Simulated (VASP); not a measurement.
A run of VASP 6.6.1 is set up as follows.

The input POSCAR:

```
Na
1.0
    3.7748954782      0.0000000000      0.0000000000
   -1.8874477391      3.2691553808      0.0000000000
    0.0000000000      0.0000000000      6.1061578197
Na
2
Direct
    0.3333333333      0.6666666667      0.7500000000
    0.6666666667      0.3333333333      0.2500000000
```

Contents of INCAR.step1:

```
PREC     = Accurate       # precision mode
ENCUT    = 520            # plane-wave cutoff, eV
EDIFF    = 1E-5           # SCF threshold, eV
ISMEAR   = 0              # smearing method
SIGMA    = 0.05           # smearing width, eV
LREAL    = F              # projectors in reciprocal space
LASPH    = T              # aspherical terms in the spheres
NELM     = 100            # most SCF steps
ALGO     = Normal         # electronic algorithm
ISIF     = 2              # what is computed and relaxed
LWAVE    = T              # write WAVECAR
LCHARG   = F              # write CHGCAR
GGA      = PE             # functional
NBANDS   = 14             # bands
```

File INCAR.step2:

```
PREC     = Accurate       # precision mode
ENCUT    = 520            # plane-wave cutoff, eV
EDIFF    = 1E-7           # SCF threshold, eV
ISMEAR   = 0              # smearing method
SIGMA    = 0.05           # smearing width, eV
LREAL    = F              # projectors in reciprocal space
LASPH    = T              # aspherical terms in the spheres
NELM     = 100            # most SCF steps
ALGO     = Normal         # electronic algorithm
ISIF     = 2              # what is computed and relaxed
LWAVE    = F              # write WAVECAR
LCHARG   = F              # write CHGCAR
GGA      = PE             # functional
LHFCALC  = T              # exact exchange
HFSCREEN = 0.2079         # screening, 1/A
PRECFOCK = Normal       
ISTART   = 1            
NBANDS   = 14             # bands
```

KPOINTS

```
regular mesh
0
Gamma
  6 6 4
```

Potentials or basis: VASP PAW PBE potentials, release 64 (Na_pv).

Run with:

```console
$ cat potpaw_PBE.64/Na_pv/POTCAR > POTCAR
$ cp INCAR.step1 INCAR
$ mpirun -np 1 vasp_std > vasp.out
$ cp INCAR.step2 INCAR
$ mpirun -np 1 vasp_std > vasp.out
```

**Question.** Estimate the band gap on the k mesh.

**Answer.** Zero (bands 7 and 8 overlap by 4.85 eV).

**Question.** What does it give for the pressure?

**Answer.** 0.0 GPa.

Stress tensor (GPa, compression positive):
```
 0.19  0.00  0.00
 0.00  0.19  0.00
 0.00  0.00 -0.41
```

Caveat: the PAW data sets were made with another functional, which shifts forces and pressure a little.
